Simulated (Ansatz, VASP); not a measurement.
**One calculation of Lu, two programs**

```
Lu
1.0
     2.36300    0.00000    0.00000
     0.00000    2.36300    0.00000
     0.00000    0.00000    2.36300
Lu
1
Direct
  0.00000 0.00000 0.00000
```

Change from the starting cell: volume scaled by 0.4, crystal datasets.

Alike in both runs: task single point; functional PBE; k mesh 12 × 12 × 12; occupations fermi-dirac, width 0.1 eV; no spin polarisation.

|  | VASP | Ansatz |
| --- | --- | --- |
| version | VASP 6.6.1 | Ansatz 0.2.0 |
| potentials or method | VASP PAW PBE potentials, release 64 (Lu), cutoff 520 eV | all-electron PAW with datasets made for the crystal, scalar-relativistic |

|  | VASP | Ansatz | Ansatz less VASP |
| --- | --- | --- | --- |
| pressure (GPa) | 153.4 | 147.0 | -6.37 |

Both programs put the cell under a high pressure, so it lies far from rest at this level. Ansatz ran all-electron here, and VASP with PAW potentials.

Neither program's run includes spin-orbit coupling. Noted on VASP's run: the cell as given lies far from equilibrium.
